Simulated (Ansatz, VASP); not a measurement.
Si4BW: VASP beside Ansatz

```
CELL_PARAMETERS angstrom
-3.21959 3.21959 2.10553
3.21959 -3.21959 2.10553
3.21959 3.21959 -2.10553
ATOMIC_POSITIONS crystal
Si 0.00000 0.31362 0.31362
Si 0.00000 0.68638 0.68638
Si 0.31362 0.00000 0.31362
Si 0.68638 0.00000 0.68638
B 0.00000 0.00000 0.00000
W 0.50000 0.50000 0.00000
```

Alike in both runs: task relaxation of cell and atoms; functional PBE; k mesh 10 × 10 × 10; occupations gaussian, width 0.1 eV; no spin polarisation.

```csv
,VASP,Ansatz
version,VASP 6.6.1,Ansatz 0.2.0
potentials or method,"VASP PAW PBE potentials, release 64 (Si, B, W_sv), cutoff 600 eV","scalar-relativistic, plane waves, PAW"
valence electrons in the cell,33,33
```

```tsv
	VASP	Ansatz	Ansatz less VASP
gap on the k mesh at the Fermi level, each at its own relaxed structure (eV)	none	none	-
relaxed volume (Å³/atom)	14.60	14.61	+0.008
relaxed cell length with the largest relative difference (Å)	5.029	5.031	+0.0028
```

A gap of «none» marks a metal or a gap that the smearing closes.

Spin-orbit coupling is off throughout.
